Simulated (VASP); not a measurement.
# Ni2Pt (P6_3/mmc) in VASP: a series of runs, part 3 of 3

VASP 6.6.1. Earlier steps stand in the parts before.

**4. Relaxation of cell and atoms, PBE, collinear spin, ferrimagnetic start**

File INCAR:

```
SYSTEM = Ni2Pt
ALGO = Fast ; EDIFF = 1E-7
EDIFFG = -0.04 ; ENCUT = 600
GGA = PE ; IBRION = 2
ISIF = 3 ; ISMEAR = 0
ISPIN = 2 ; LASPH = .True.
LCHARG = .False. ; LMAXMIX = 4
LORBIT = 11 ; LREAL = .False.
LWAVE = .False. ; MAGMOM = -2 2 -2 -2 0 0
NELM = 150 ; NSW = 90
PREC = Accurate ; SIGMA = 0.1
```

File KPOINTS:

```
k-points
0
Gamma
  6 6 2
  0 0 0
```

File POSCAR:

```
Ni2Pt
1.0
    2.5791919600      0.0000000000      0.0000000000
   -1.2895959800      2.2336457600      0.0000000000
    0.0000000000      0.0000000000     12.5662616900
Ni Pt
4 2
Direct
    0.3333333300      0.6666666700      0.9166666700
    0.3333333300      0.6666666700      0.5833333300
    0.6666666700      0.3333333300      0.0833333300
    0.6666666700      0.3333333300      0.4166666700
    0.3333333300      0.6666666700      0.2500000000
    0.6666666700      0.3333333300      0.7500000000
```

Potentials or basis: VASP PAW PBE potentials, release 64 (Ni, Pt).

Started as:

```sh
> cat potpaw_PBE.64/Ni/POTCAR potpaw_PBE.64/Pt/POTCAR > POTCAR
> mpirun -np 1 vasp_std > vasp.out
```

OUTCAR:

```text
SYSTEM = Ni2Pt
   EDIFF = 1E-7
   EDIFFG = -0.04
   ENCUT = 600
   GGA = PE
   IBRION = 2
   ISIF = 3
   ISMEAR = 0
   ISPIN = 2
   LASPH = .True.
   LORBIT = 11
   LREAL = .False.
   NELM = 150
   NSW = 90
   PREC = Accurate

 ion  position               nearest neighbor table
   1  0.333  0.667  0.917-   3 2.57   3 2.57   3 2.57   6 2.57   6 2.57   6 2.57
   2  0.333  0.667  0.583-   4 2.57   4 2.57   4 2.57   6 2.57   6 2.57   6 2.57
   3  0.667  0.333  0.083-   1 2.57   1 2.57   1 2.57   5 2.57   5 2.57   5 2.57
   4  0.667  0.333  0.417-   2 2.57   2 2.57   2 2.57   5 2.57   5 2.57   5 2.57
   5  0.333  0.667  0.250-   3 2.57   4 2.57   3 2.57   4 2.57   3 2.57   4 2.57
   6  0.667  0.333  0.750-   1 2.57   2 2.57   1 2.57   2 2.57   1 2.57   2 2.57

  LATTYP: Found a hexagonal cell.
 ALAT       =     2.5791919600
 C/A-ratio  =     4.8721699993

  Lattice vectors:

 A1 = (   2.5791919600,   0.0000000000,   0.0000000000)
 A2 = (  -1.2895959800,   2.2336457600,   0.0000000000)
 A3 = (   0.0000000000,   0.0000000000,  12.5662616900)

Analysis of symmetry for initial positions (statically):
=====================================================================
 Subroutine PRICEL returns:
 Original cell was already a primitive cell.

 Routine SETGRP: Setting up the symmetry group for a
 hexagonal supercell.

 Subroutine GETGRP returns: Found 24 space group operations
 (whereof 12 operations were pure point group operations)
 out of a pool of 24 trial point group operations.

The static configuration has the point symmetry D_3d.
 The point group associated with its full space group is D_6h.

Analysis of symmetry for dynamics (positions and initial velocities):
=====================================================================
 Subroutine PRICEL returns:
 Original cell was already a primitive cell.

 Routine SETGRP: Setting up the symmetry group for a
 hexagonal supercell.

 Subroutine GETGRP returns: Found 24 space group operations
 (whereof 12 operations were pure point group operations)
 out of a pool of 24 trial point group operations.

The dynamic configuration has the point symmetry D_3d.
 The point group associated with its full space group is D_6h.

Analysis of structural, dynamic, and magnetic symmetry:
=====================================================================
 Subroutine PRICEL returns:
 Original cell was already a primitive cell.

 Routine SETGRP: Setting up the symmetry group for a
 hexagonal supercell.

 Subroutine GETGRP returns: Found  6 space group operations
 (whereof  6 operations were pure point group operations)
 out of a pool of 24 trial point group operations.

The overall configuration has the point symmetry C_3v.

 Subroutine INISYM returns: Found  6 space group operations
 (whereof  6 operations are pure point group operations),
 and found     1 'primitive' translations

----------------------------------------------------------------------------------------

                                     Primitive cell

  volume of cell :      72.3942

  direct lattice vectors                    reciprocal lattice vectors
[... 77 lines left out ...]
   ICHARG =      2    charge: 1-file 2-atom 10-const
   ISPIN  =      2    spin polarized calculation?
   LNONCOLLINEAR =      F non collinear calculations
   LSORBIT =      F    spin-orbit coupling
   LASPH  =      T    aspherical Exc in radial PAW
   ENCUT  =  600.0 eV  44.10 Ry    6.64 a.u.   5.15  5.15 25.10*2*pi/ulx,y,z
   NELM   =    150;   NELMIN=  2; NELMDL= -5     # of ELM steps
   EDIFF  = 0.1E-06   stopping-criterion for ELM
   LREAL  =      F    real-space projection
   EDIFFG = -.4E-01   stopping-criterion for IOM
   NSW    =     90    number of steps for IOM
   IBRION =      2    ionic relax: 0-MD 1-quasi-New 2-CG
   NFREE  =      1    steps in history (QN), initial steepest desc. (CG)
   ISIF   =      3    stress and relaxation
   ISYM   =      2    0-nonsym 1-usesym 2-fastsym
   POTIM  = 0.5000    time-step for ionic-motion
   TEBEG  =    0.0;   TEEND  =   0.0 temperature during run
   PSTRESS=    0.0 pullay stress
   NELECT =      60.0000    total number of electrons
   NUPDOWN=      -1.0000    fix difference up-down
   EMIN   =  10.00;   EMAX   =-10.00  energy-range for DOS
   EFERMI =   0.00;   METHOD = LEGACY
   ISMEAR =     0;   SIGMA  =   0.10  broadening in eV -4-tet -1-fermi 0-gaus
   EFERMI_NEDOS =   21; number of points for ismear=-14 and -15
   IALGO  =     68    algorithm
   IMIX   =      4    mixing-type and parameters
     AMIX     =   0.40;   BMIX     =  1.00
     AMIX_MAG =   1.60;   BMIX_MAG =  1.00
  volume/ion in A,a.u.               =      12.07        81.42
  Fermi-wavevector in a.u.,A,eV,Ry     =   1.537767  2.905958 32.174072  2.364728
  Thomas-Fermi vector in A             =   2.644230
   LORBIT       =     11    0 simple, 1 ext, 2 COOP (PROOUT), +10 PAW based schemes
   GGA     = PE    functional components
   LHFCALC =     F    Hartree Fock is set to
   AEXX    =    0.0000 exact exchange contribution
   IVDW    =     0    specifies the selected vdW correction
   LEPSILON=     F    determine dielectric tensor
   LRPA    =     F    only Hartree local field effects (RPA)
 conjugate gradient relaxation of ions
 spin polarized calculation
 RMM-DIIS sequential band-by-band and
 Gauss-broadening in eV      SIGMA  =   0.10
  energy-cutoff  :      600.00
  volume of cell :       72.39
 maximum number of plane-waves:      2430
 NGX is ok and might be reduce to    24
   NGX = 11   NGY = 11   NGZ = 51

--------------------------------------- Ionic step        1  -------------------------------------------

 number of electron      60.0000010 magnetization      -0.5750665

 Free energy of the ion-electron system (eV)
  ---------------------------------------------------
  ext. energy  EPLUGINS =         0.00000000
  ---------------------------------------------------
  free energy    TOTEN  =       -33.37091205 eV

  energy without entropy =      -33.32987214  energy(sigma->0) =      -33.35039209

 E-fermi :  10.5390     XC(G=0): -13.4207

 val. band max:       10.5132968793   @ k =   0.1667   0.1667   0.0000
 cond. band min:      10.5549783911   @ k =   0.5000   0.0000   0.0000
 fundamental gap:      0.0416815118
 Fermi energy:        10.5389753375

 spin component 1

 k-point     1 :       0.0000    0.0000    0.0000
  band No.  band energies     occupation
      1       0.1912      1.00000
      2       0.4469      1.00000
      3       2.9535      1.00000
      4       3.0283      1.00000
      5       4.0029      1.00000
      6       5.2295      1.00000
[... 1140 lines left out ...]
     37      17.2383      0.00000
     38      17.3174      0.00000

------------------------ aborting loop EDIFF was not reached (unconverged)  ----------------------------

  FORCE on cell =-STRESS in cart. coord.  units (eV):
  Direction    XX          YY          ZZ          XY          YZ          ZX
  --------------------------------------------------------------------------------------
  -------------------------------------------------------------------------------------
  Total        9.4423633      9.4423633      5.1669878      0.0000000     -0.0000000      0.0000000
  in kB      208.9715783    208.9715786    114.3520489      0.0000000     -0.0000000      0.0000000
  external PRESSURE =     177.4317352 kB  Pullay stress =       0.0000000 kB
[... 317 lines left out ...]
 number of electron      59.9999996 magnetization       0.0000242

 number of electron      59.9999996 magnetization      -0.0002670

 Free energy of the ion-electron system (eV)
  ---------------------------------------------------
  ext. energy  EPLUGINS =         0.00000000
  ---------------------------------------------------
  free energy    TOTEN  =       -33.95462151 eV

  energy without entropy =      -33.88989135  energy(sigma->0) =      -33.92225643

 E-fermi :   9.5076     XC(G=0): -13.0560

 val. band max:        9.4867640480   @ k =   0.3333   0.1667   0.0000
 cond. band min:       9.5117112022   @ k =   0.5000   0.0000   0.0000
 fundamental gap:      0.0249471542
 Fermi energy:         9.5075538173

 spin component 1

 k-point     1 :       0.0000    0.0000    0.0000
  band No.  band energies     occupation
      1       0.0414      1.00000
      2       0.4481      1.00000
      3       2.1223      1.00000
      4       2.6189      1.00000
      5       3.8318      1.00000
      6       4.7132      1.00000
[... 1173 lines left out ...]
  FREE ENERGIE OF THE ION-ELECTRON SYSTEM (eV)
  ---------------------------------------------------
  free  energy   TOTEN  =       -33.9546215115 eV

  energy  without entropy=      -33.8898913485  energy(sigma->0) =      -33.92225643

 reached required accuracy - stopping structural energy minimisation

 total charge

# of ion       s       p       d       tot
------------------------------------------
    1        0.447   0.422   8.300   9.169
    2        0.447   0.421   8.300   9.168
    3        0.447   0.422   8.300   9.169
    4        0.447   0.422   8.300   9.168
    5        0.708   0.658   8.082   9.448
    6        0.708   0.658   8.082   9.447
--------------------------------------------------
tot          3.202   3.003  49.365  55.570

 magnetization (x)

# of ion       s       p       d       tot
------------------------------------------
    1        0.004   0.013  -0.703  -0.686
    2       -0.004  -0.013   0.703   0.686
    3        0.004   0.013  -0.703  -0.686
    4       -0.004  -0.013   0.703   0.686
    5        0.000   0.000  -0.000  -0.000
    6        0.000   0.000  -0.000  -0.000
--------------------------------------------------
tot          0.000   0.000  -0.000  -0.000
```

Wall time 26 min (1 thread of AMD EPYC 9R45 (Zen 5), shared host); peak memory 0.3 GiB.

Results:

| Quantity | Value |
| --- | --- |
| Free energy | -33.9546 eV |
| Relaxed volume | 12.85 Å³/atom |
| Relaxed cell | a = 2.667 Å, b = 2.667 Å, c = 12.523 Å, α = 90.00°, β = 90.00°, γ = 120.00° |
| Space group after relaxing (to 0.1 Å) | P6_3/mmc (No. 194) |
| Energy gained by relaxing | 97.3 meV/atom |
| Ionic steps | 9 |
| Pressure after relaxing | 0.4 GPa |
| Largest force after relaxing | 0.017 eV/Å |
| Band gap on the k mesh | zero (filled and empty bands overlap) |
| Net moment | 0.00 μB per cell |
| Site moments | Ni -0.69, +0.69 (each value once); Pt -0.00 μB |
| Valence electrons inside the program's atomic spheres | Ni 9.17; Pt 9.45 |

Forces in eV/Å, atoms in the order of the input:
```
Ni   0.000  0.000 -0.017
Ni   0.000  0.000  0.012
Ni   0.000  0.000  0.014
Ni   0.000  0.000 -0.011
Pt   0.000  0.000  0.004
Pt   0.000  0.000 -0.003
```

The path:
```tsv
step	energy change (eV)	largest force (eV/Å)	pressure (GPa)	volume (Å³)
1	0.0000	1.3311	17.74	72.39
2	0.2206	0.1701	-18.62	87.29
3	-0.4294	0.8917	-1.82	78.43
4	-0.4295	0.8810	-2.21	78.58
5	-0.5448	0.4650	-1.52	77.98
6	-0.5830	0.0735	-0.21	77.39
7	-0.5832	0.0251	-0.35	77.44
8	-0.5832	0.0474	-0.31	77.41
9	-0.5837	0.0168	0.44	77.11
```

Final structure:
```
Ni Pt
1.0
     2.66650    0.00000    0.00000
    -1.33325    2.30926    0.00000
     0.00000    0.00000   12.52289
Ni Pt
4 2
Cartesian
  0.0000 1.5395 11.5794
  0.0000 1.5395 7.2056
  1.3333 0.7698 0.9440
  1.3333 0.7698 5.3169
  0.0000 1.5395 3.1300
  1.3333 0.7698 9.3928
```

Caveat: the k points lie up to 0.45 Å⁻¹ apart in the final cell, too coarse for converged energies and pressures of a metal; spin-orbit coupling is left out, which moves the levels of the heavy elements.

**5. Overview**

| task | cell | cutoff (eV) | gap on the mesh (eV) | pressure (GPa) | moment (μB) | largest force (eV/Å) |
| --- | --- | --- | --- | --- | --- | --- |
| single point | a = 2.579, b = 2.579, c = 12.566 Å, angles 90.0, 90.0, 120.0°, 6 atoms, atomic positions A | 520 | none | 18.6 | 0.99 | 1.38 |
| single point | a = 2.666, b = 2.666, c = 12.563 Å, angles 90.0, 90.0, 120.0°, 6 atoms, atomic positions B | 520 | none | -0.1 | 3.62 | 0.05 |
| relaxation of cell and atoms | relaxed from a = 2.579, b = 2.579, c = 12.566 Å, angles 90.0, 90.0, 120.0°, 6 atoms, atomic positions A | 600 | none | 0.4 | 0.00 | 0.02 |

Alike in all rows: level PBE; potentials or basis VASP PAW PBE potentials, release 64 (Ni, Pt); spin collinear, ferrimagnetic start; k mesh 6 × 6 × 2; smearing gaussian 0.1 eV.

Caveats: all runs use coarse meshes; spin-orbit coupling is left out, which moves the levels of the heavy elements; forces of over 1 eV/Å act on the atoms, so gaps and moduli don't describe the material at rest (at least some runs).

Absolute energies hang on the potentials; compare differences alone.

The gap in the log of VASP goes by the Fermi energy; the results here count the filled bands.